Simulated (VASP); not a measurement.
A run of VASP 6.6.1:

The input INCAR:

```
PREC = Accurate
ENCUT = 520
EDIFF = 1E-6
ISMEAR = 0
SIGMA = 0.1
LREAL = F
LASPH = T
NELM = 100
ALGO = Normal
ISIF = 2
LWAVE = F
LCHARG = F
GGA = PE
NBANDS = 13
```

Contents of KPOINTS:

```
regular mesh
0
Gamma
  18 18 18
```

The input POSCAR:

```
Mo
1.0
   -1.5704040727      1.5704040727      1.5704040727
    1.5704040727     -1.5704040727      1.5704040727
    1.5704040727      1.5704040727     -1.5704040727
Mo
1
Direct
    0.0000000000      0.0000000000      0.0000000000
```

Potentials or basis: VASP PAW PBE potentials, release 64 (Mo_sv).

Run with:

```console
$ cat potpaw_PBE.64/Mo_sv/POTCAR > POTCAR
$ mpirun -np 1 vasp_std > vasp.out
```

Hardware: 1 thread of Intel(R) Xeon(R) Platinum 8259CL CPU @ 2.50GHz (Skylake/Cascade Lake), with other jobs on the host.

Question: How long does it take, and how much memory?

Answer: Wall time 19 s on 1 thread of Intel(R) Xeon(R) Platinum 8259CL CPU @ 2.50GHz (Skylake/Cascade Lake), with other jobs on the host, peak memory 0.15 GiB. Counts: scf iterations 11, k points 195.
